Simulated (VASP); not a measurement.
# InSb (I-4m2) in VASP: notebook, part 2 of 2

VASP 6.6.1. Earlier steps stand in the parts before.

## Step 4: Single point, PBEsol (strain -0.040 along x and y, -0.080 along z)

INCAR reads:

```
SYSTEM = InSb
ALGO = Normal ; EDIFF = 1E-7
ENCUT = 520 ; GGA = PS
ISIF = 2 ; ISMEAR = 0
LASPH = .TRUE. ; LCHARG = .FALSE.
LREAL = .FALSE. ; LWAVE = .FALSE.
NBANDS = 16 ; NELM = 60
PREC = Accurate ; SIGMA = 0.15
```

KPOINTS reads:

```
k-points
0
G
  16 16 16
  0 0 0
```

POSCAR reads:

```
InSb
1.0
    0.0000000000      3.1295318976      2.9991347352
    3.1295318976      0.0000000000      2.9991347352
    3.1295318976      3.1295318976      0.0000000000
In Sb
1 1
Direct
    0.0000000000      0.0000000000      0.0000000000
    0.7500000000      0.7500000000      0.7500000000
```

Potentials or basis: VASP PAW PBE potentials, release 64 (In_d, Sb).

Run with:

```console
> cat potpaw_PBE.64/In_d/POTCAR potpaw_PBE.64/Sb/POTCAR > POTCAR
> mpirun -np 1 vasp_std > vasp.out
```

OUTCAR:

```text
SYSTEM = InSb
   EDIFF = 1E-7
   ENCUT = 520
   GGA = PS
   ISIF = 2
   ISMEAR = 0
   LASPH = .TRUE.
   LREAL = .FALSE.
   NELM = 60
   PREC = Accurate

 ion  position               nearest neighbor table
   1  0.000  0.000  0.000-   2 2.67   2 2.67   2 2.67   2 2.67
   2  0.750  0.750  0.750-   1 2.67   1 2.67   1 2.67   1 2.67

  LATTYP: Found a body centered tetragonal cell.
 ALAT       =     4.4258264535
 C/A-ratio  =     1.3552879973

  Lattice vectors:

 A1 = (   0.0000000000,  -3.1295318976,  -2.9991347352)
 A2 = (   0.0000000000,   3.1295318976,  -2.9991347352)
 A3 = (   3.1295318976,   0.0000000000,   2.9991347352)

Analysis of symmetry for initial positions (statically):
=====================================================================
 Subroutine PRICEL returns:
 Original cell was already a primitive cell.

 Routine SETGRP: Setting up the symmetry group for a
 body centered tetragonal supercell.

 Subroutine GETGRP returns: Found  8 space group operations
 (whereof  8 operations were pure point group operations)
 out of a pool of 16 trial point group operations.

The static configuration has the point symmetry D_2d.

Analysis of symmetry for dynamics (positions and initial velocities):
=====================================================================
 Subroutine PRICEL returns:
 Original cell was already a primitive cell.

 Routine SETGRP: Setting up the symmetry group for a
 body centered tetragonal supercell.

 Subroutine GETGRP returns: Found  8 space group operations
 (whereof  8 operations were pure point group operations)
 out of a pool of 16 trial point group operations.

The dynamic configuration has the point symmetry D_2d.

 Subroutine INISYM returns: Found  8 space group operations
 (whereof  8 operations are pure point group operations),
 and found     1 'primitive' translations

----------------------------------------------------------------------------------------

                                     Primitive cell

  volume of cell :      58.7469

  direct lattice vectors                    reciprocal lattice vectors
     0.000000000  3.129531898  2.999134735    -0.159768303  0.159768303  0.166714751
     3.129531898  0.000000000  2.999134735     0.159768303 -0.159768303  0.166714751
     3.129531898  3.129531898  0.000000000     0.159768303  0.159768303 -0.166714751

  length of vectors
     4.334602526  4.334602526  4.425826453     0.280794639  0.280794639  0.280794639

  position of ions in fractional coordinates (direct lattice)
     0.000000000  0.000000000  0.000000000
     0.750000000  0.750000000  0.750000000

  ion indices of the primitive-cell ions
   primitive index   ion index
                 1           1
                 2           2

----------------------------------------------------------------------------------------

 KPOINTS: k-points

Automatic generation of k-mesh.
 Grid dimensions read from file:
 generate k-points for:   16   16   16

 Generating k-lattice:

  Cartesian coordinates                     Fractional coordinates (reciprocal lattice)
    -0.009985519  0.009985519  0.010419672     0.062500000 -0.000000000  0.000000000
     0.009985519 -0.009985519  0.010419672    -0.000000000  0.062500000  0.000000000
     0.009985519  0.009985519 -0.010419672     0.000000000  0.000000000  0.062500000

  Length of vectors
     0.017549665  0.017549665  0.017549665

  Shift w.r.t. Gamma in fractional coordinates (k-lattice)
     0.000000000  0.000000000  0.000000000

 Subroutine IBZKPT returns following result:
 ===========================================

 Found    349 irreducible k-points:

 Following reciprocal coordinates:
            Coordinates               Weight
  0.000000  0.000000  0.000000      1.000000
  0.062500 -0.000000  0.000000      8.000000
  0.125000 -0.000000  0.000000      8.000000
  0.187500  0.000000  0.000000      8.000000
  0.250000 -0.000000  0.000000      8.000000
  0.312500 -0.000000  0.000000      8.000000
[... 16 lines left out ...]
 -0.125000  0.062500  0.000000      8.000000
 -0.062500  0.062500  0.000000      4.000000
 [... further k-points ...]
   k-points           NKPTS =    349   k-points in BZ     NKDIM =    349   number of bands    NBANDS=     16
   number of dos      NEDOS =    301   number of ions     NIONS =      2
   total plane-waves  NPLWV =  36864
   dimension x,y,z NGX =    32 NGY =   32 NGZ =   36
   dimension x,y,z NGXF=    64 NGYF=   64 NGZF=   72
   ions per type =               1   1
   NGX,Y,Z   is equivalent  to a cutoff of  12.27, 12.27, 13.52 a.u.
   NGXF,Y,Z  is equivalent  to a cutoff of  24.55, 24.55, 27.05 a.u.
 SYSTEM =  InSb
   PREC   = accura    normal or accurate (medium, high low for compatibility)
   ISTART =      0    job   : 0-new  1-cont  2-samecut
   ICHARG =      2    charge: 1-file 2-atom 10-const
   ISPIN  =      1    spin polarized calculation?
   LNONCOLLINEAR =      F non collinear calculations
   LSORBIT =      F    spin-orbit coupling
   LASPH  =      T    aspherical Exc in radial PAW
   ENCUT  =  520.0 eV  38.22 Ry    6.18 a.u.   8.06  8.06  8.23*2*pi/ulx,y,z
   NELM   =     60;   NELMIN=  2; NELMDL= -5     # of ELM steps
   EDIFF  = 0.1E-06   stopping-criterion for ELM
   LREAL  =      F    real-space projection
   EDIFFG = 0.1E-05   stopping-criterion for IOM
   NSW    =      0    number of steps for IOM
   IBRION =     -1    ionic relax: 0-MD 1-quasi-New 2-CG
   NFREE  =      0    steps in history (QN), initial steepest desc. (CG)
   ISIF   =      2    stress and relaxation
   ISYM   =      2    0-nonsym 1-usesym 2-fastsym
   POTIM  = 0.5000    time-step for ionic-motion
   TEBEG  =    0.0;   TEEND  =   0.0 temperature during run
   PSTRESS=    0.0 pullay stress
   NELECT =      18.0000    total number of electrons
   NUPDOWN=      -1.0000    fix difference up-down
   EMIN   =  10.00;   EMAX   =-10.00  energy-range for DOS
   EFERMI =   0.00;   METHOD = LEGACY
   ISMEAR =     0;   SIGMA  =   0.15  broadening in eV -4-tet -1-fermi 0-gaus
   EFERMI_NEDOS =   21; number of points for ismear=-14 and -15
   IALGO  =     38    algorithm
   IMIX   =      4    mixing-type and parameters
     AMIX     =   0.40;   BMIX     =  1.00
     AMIX_MAG =   1.60;   BMIX_MAG =  1.00
  volume/ion in A,a.u.               =      29.37       198.22
  Fermi-wavevector in a.u.,A,eV,Ry     =   1.103665  2.085625 16.572947  1.218077
  Thomas-Fermi vector in A             =   2.240127
   LORBIT       =      0    0 simple, 1 ext, 2 COOP (PROOUT), +10 PAW based schemes
   GGA     = PS    functional components
   LHFCALC =     F    Hartree Fock is set to
   AEXX    =    0.0000 exact exchange contribution
   IVDW    =     0    specifies the selected vdW correction
   LEPSILON=     F    determine dielectric tensor
   LRPA    =     F    only Hartree local field effects (RPA)
 non-spin polarized calculation
 Gauss-broadening in eV      SIGMA  =   0.15
  energy-cutoff  :      520.00
  volume of cell :       58.75
 maximum number of plane-waves:      1604
   NGX = 17   NGY = 17   NGZ = 17

 number of electron      18.0000004 magnetization

 Free energy of the ion-electron system (eV)
  ---------------------------------------------------
  ext. energy  EPLUGINS =         0.00000000
  ---------------------------------------------------
  free energy    TOTEN  =        -7.40018798 eV

  energy without entropy =       -7.40018103  energy(sigma->0) =       -7.40018450

 E-fermi :   7.0173     XC(G=0):  -9.5095

 val. band max:        6.8007873602   @ k =   0.0000   0.0000   0.0000
 cond. band min:       7.2455179719   @ k =   0.0000   0.0000   0.0000
 fundamental gap:      0.4447306117
 Fermi energy:         7.0173095827

 k-point     1 :       0.0000    0.0000    0.0000
  band No.  band energies     occupation
      1      -8.3029      2.00000
      2      -8.3029      2.00000
      3      -8.2955      2.00000
      4      -8.1645      2.00000
      5      -8.1642      2.00000
      6      -5.1380      2.00000
[... 8 lines left out ...]
     15      14.8862      0.00000
     16      15.1283      0.00000
[... 419 lines left out ...]
 k-point    24 :      -0.0625    0.0625    0.0000
  band No.  band energies     occupation
      1      -8.3124      2.00000
      2      -8.2998      2.00000
      3      -8.2907      2.00000
      4      -8.1651      2.00000
      5      -8.1642      2.00000
      6      -5.0230      2.00000
[... 8 lines left out ...]
     15      13.8478      0.00000
     16      14.2323      0.00000

 [... further k-points ...]
[... 5 lines left out ...]
  --------------------------------------------------------------------------------------
  -------------------------------------------------------------------------------------
  Total        3.7321212      3.7321212      4.0275655      0.0000000     -0.0000000      0.0000000
  in kB      101.7844854    101.7844854    109.8420076      0.0000000     -0.0000000      0.0000000
  external PRESSURE =     104.4703261 kB  Pullay stress =       0.0000000 kB

 VOLUME and BASIS-vectors are now :
 -----------------------------------------------------------------------------
  energy-cutoff  :      520.00
  volume of cell :       58.75
      direct lattice vectors                 reciprocal lattice vectors
     0.000000000  3.129531898  2.999134735    -0.159768303  0.159768303  0.166714751
     3.129531898  0.000000000  2.999134735     0.159768303 -0.159768303  0.166714751
     3.129531898  3.129531898  0.000000000     0.159768303  0.159768303 -0.166714751

 POSITION                                       TOTAL-FORCE (eV/Angst)
 -----------------------------------------------------------------------------------
      0.00000      0.00000      0.00000        -0.000000     -0.000000     -0.000000
      4.69430      4.69430      4.49870         0.000000      0.000000      0.000000
 -----------------------------------------------------------------------------------
    total drift:                                0.000004      0.000004     -0.000004

  FREE ENERGIE OF THE ION-ELECTRON SYSTEM (eV)
  ---------------------------------------------------
  free  energy   TOTEN  =        -7.4001879773 eV

  energy  without entropy=       -7.4001810294  energy(sigma->0) =       -7.40018450
```

stdout:

```text
POSCAR found type information on POSCAR InSb
 POSCAR found :  2 types and       2 ions
 scaLAPACK will be used
 -----------------------------------------------------------------------------
|                                                                             |
|                                                                             |
|     You enforced a specific xc type in the INCAR file but a different       |
|     I HOPE YOU KNOW WHAT YOU ARE DOING!                                     |
|                                                                             |
 -----------------------------------------------------------------------------

 LDA part: xc-table for (Slater+PW92), standard interpolation
 POSCAR, INCAR and KPOINTS ok, starting setup
 FFT: planning ... GRIDC
 FFT: planning ... GRID_SOFT
 FFT: planning ... GRID
 WAVECAR not read
 entering main loop
```

It took 2.2 min on 1 thread of Intel Xeon 6975P-C (Granite Rapids), shared host; peak memory 0.45 GiB.

What came out:

```yaml
Free_energy: -7.4002 eV
Pressure: 10.4 GPa
Band_gap_on_the_k_mesh: 0.44 eV
```

Stress tensor (GPa, compression positive):
```
10.18  0.00  0.00
 0.00 10.18  0.00
 0.00  0.00 10.98
```

Levels at points of the mesh, in eV from the valence-band top:
| k point | band 6 | band 7 | band 8 | band 9 | band 10 | band 11 | band 12 | band 13 |
| --- | --- | --- | --- | --- | --- | --- | --- | --- |
| (0.00, 0.00, 0.00) | -11.94 | -0.23 | -0.23 | 0.00 | 0.44 | 2.68 | 2.77 | 2.77 |
| (0.50, 0.00, 0.00) | -10.15 | -6.59 | -1.57 | -1.26 | 0.56 | 3.48 | 3.79 | 5.66 |
| (0.50, 0.50, 0.00) | -9.23 | -6.64 | -3.14 | -3.14 | 0.65 | 0.74 | 8.85 | 8.85 |
| (0.50, 0.00, 0.50) | -9.40 | -6.88 | -2.90 | -2.86 | 0.90 | 1.09 | 8.66 | 8.83 |

Caveat: the cell differs from its parent crystal (strain -0.040 along x and y, -0.080 along z); the cell stands under pressure; semilocal functionals underestimate gaps, and a narrow one can read as zero; the PAW data sets were made with another functional, which shifts forces and pressure a little; spin-orbit coupling is left out, which moves the levels of the heavy elements.

## Step 5: Overview

| cell | gap on the mesh (eV) | pressure (GPa) |
| --- | --- | --- |
| a = 4.798, b = 4.798, c = 4.610 Å, angles 61.3, 61.3, 57.4°, 2 atoms | none | -2.8 |
| a = 4.430, b = 4.430, c = 4.241 Å, angles 61.4, 61.4, 57.2°, 2 atoms | 0.39 | 10.5 |
| a = 4.335, b = 4.335, c = 4.426 Å, angles 59.3, 59.3, 61.4°, 2 atoms | 0.44 | 10.4 |

Alike in all rows: task single point; level PBEsol; potentials or basis VASP PAW PBE potentials, release 64 (In_d, Sb); no spin polarisation; k mesh 16 × 16 × 16; cutoff (eV) 520; smearing gaussian 0.15 eV.

Caveats: semilocal functionals underestimate gaps, and a narrow one can read as zero; the PAW data sets were made with another functional, which shifts forces and pressure a little; spin-orbit coupling is left out, which moves the levels of the heavy elements; the cell stands under pressure (at least some runs).

Total energies depend on the potentials used, so only differences within one code and one set of settings carry meaning.

The gap in the log of VASP goes by the Fermi energy; the results here count the filled bands.